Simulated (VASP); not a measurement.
Input of a VASP 6.6.1 run:

Contents of INCAR:

```
  ALGO = Normal
  EDIFF = 1E-6
  ENCUT = 520
  GGA = PS
  ISIF = 2
  ISMEAR = -1
  LASPH = True
  LCHARG = True
  LELF = True
  LREAL = False
  LVHAR = True
  LWAVE = False
  NBANDS = 35
  NELM = 80
  PREC = Accurate
  SIGMA = 0.1
```

File KPOINTS:

```
k-points
0
Gamma
  8 8 8
```

POSCAR

```
ZnGe3
1.0
    4.2223630000      0.0000000000      0.0000000000
    0.0000000000      4.2223630000      0.0000000000
    0.0000000000      0.0000000000      4.1942139133
Zn Ge
1 3
Direct
    0.0000000000      0.0000000000      0.0000000000
    0.0000000000      0.5000000000      0.5000000000
    0.5000000000      0.0000000000      0.5000000000
    0.5000000000      0.5000000000      0.0000000000
```

Potentials or basis: VASP PAW PBE potentials, release 64 (Zn, Ge_d).

Command:

```sh
$ cat potpaw_PBE.64/Zn/POTCAR potpaw_PBE.64/Ge_d/POTCAR > POTCAR
$ mpirun -np 1 vasp_std > vasp.out
```

(1) What does it give for the pressure?

(2) Predict the band gap on the k mesh.

Answers

(1) -3.5 GPa.

(2) zero (bands 27 and 28 overlap by 4.34 eV).

Caveat: the cell stands under tension; the PAW data sets were made with another functional, which shifts forces and pressure a little.
